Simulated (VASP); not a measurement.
Here is a VASP 6.6.1 calculation.

INCAR

```
SYSTEM = Ta
ALGO = Normal ; EDIFF = 1E-7
EDIFFG = -0.03 ; ENCUT = 500
GGA_COMPAT = .FALSE. ; IBRION = 2
ISIF = 8 ; ISMEAR = -1
LASPH = .TRUE. ; LCHARG = .FALSE.
LREAL = .FALSE. ; LWAVE = .FALSE.
NELM = 120 ; NELMIN = 4
NSW = 60 ; PREC = Accurate
SIGMA = 0.05
```

KPOINTS

```
k-points
0
G
  7 7 7
  0 0 0
```

POSCAR

```
Ta
1.0
   -1.6512800000      1.6512800000      1.6512800000
    1.6512800000     -1.6512800000      1.6512800000
    1.6512800000      1.6512800000     -1.6512800000
Ta
1
Direct
    0.0000000000      0.0000000000      0.0000000000
```

Potentials or basis: VASP PAW LDA potentials, release 64 (Ta_pv).

The run is started by

```console
$ cat potpaw_LDA.64/Ta_pv/POTCAR > POTCAR
$ mpirun -np 1 vasp_std > vasp.out
```

(1) What does it give for the space group after relaxing (to 0.05 Å)?

(2) Predict the relaxed cell.

(3) Estimate the relaxed volume.

Answers

(1) Im-3m (No. 229).

(2) a = 2.829 Å, b = 2.829 Å, c = 2.829 Å, α = 109.47°, β = 109.47°, γ = 109.47°.

(3) 17.43 Å³/atom.

Caveat: the k points lie up to 0.39 Å⁻¹ apart in the final cell.
